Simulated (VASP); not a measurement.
Wanted: the native input for a VASP 6.6.1 run.

* Task: single point
* Functional: r2SCAN
* Potentials or basis: VASP PAW PBE potentials, release 64 (Mn_pv, O)
* Cutoff: 520 eV
* k mesh: 14 × 14 × 14
* Occupations: gaussian, width 0.05 eV
* Spin: collinear spin, ferromagnetic start
* Starting moments: [4.69, 0.0] μB
* Dipole correction: no
* Further INCAR settings: ALGO = Normal; EDIFF = 1e-07; NBANDS = 20

MnO:

```
CELL_PARAMETERS angstrom
0.00000 2.22524 2.22524
2.22524 0.00000 2.22524
2.22524 2.22524 0.00000
ATOMIC_POSITIONS crystal
Mn 0.00000 0.00000 0.00000
O 0.50000 0.50000 0.50000
```

The input as run:

POSCAR

```
MnO
1.0
    0.0000000000      2.2252395987      2.2252395987
    2.2252395987      0.0000000000      2.2252395987
    2.2252395987      2.2252395987      0.0000000000
Mn O
1 1
Direct
    0.0000000000      0.0000000000      0.0000000000
    0.5000000000      0.5000000000      0.5000000000
```

INCAR.step1

```
PREC = Accurate ; ENCUT = 520
ISMEAR = 0 ; SIGMA = 0.05
LREAL = F ; LASPH = T
NELM = 150 ; ISPIN = 2
MAGMOM = 4.69 0 ; LMAXMIX = 4
NBANDS = 20 ; GGA = PE
ALGO = Normal ; EDIFF = 1E-4
LWAVE = T ; LCHARG = F
```

INCAR.step2

```
PREC = Accurate ; ENCUT = 520
EDIFF = 1E-7 ; ISMEAR = 0
SIGMA = 0.05 ; LREAL = F
LASPH = T ; NELM = 150
ALGO = Normal ; ISIF = 2
LWAVE = F ; LCHARG = T
ISPIN = 2 ; MAGMOM = 4.69 0
LORBIT = 11 ; LMAXMIX = 4
METAGGA = R2SCAN ; LMIXTAU = T
LELF = T ; LVHAR = T
NBANDS = 20 ; ISTART = 1
```

KPOINTS

```
regular mesh
0
Gamma
  14 14 14
```

Potentials or basis: VASP PAW PBE potentials, release 64 (Mn_pv, O).

The run is started by

```console
$ cat potpaw_PBE.64/Mn_pv/POTCAR potpaw_PBE.64/O/POTCAR > POTCAR
$ cp INCAR.step1 INCAR
$ mpirun -np 1 vasp_std > vasp.out
$ cp INCAR.step2 INCAR
$ mpirun -np 1 vasp_std > vasp.out
```

Results of the run:

```json
{
  "Pressure": "0.2 GPa",
  "Band gap on the k mesh": "zero (filled and empty bands overlap)",
  "Net moment": "5.00 μB per cell",
  "Site moments": "Mn +4.54; O +0.23 μB",
  "Valence electrons inside the program's atomic spheres": "Mn 11.34; O 5.03"
}
```

Caveat: the PAW data sets were made with another functional, which shifts forces and pressure a little; a cell with one magnetic atom can't hold antiferromagnetic order, which such compounds often take; semilocal functionals often make such compounds metallic where correlation or magnetic order opens a gap, which also shifts bond lengths.

Run time: 6.2 min on 1 thread of Intel Xeon 8259CL, on a shared host, peak memory 0.21 GiB.
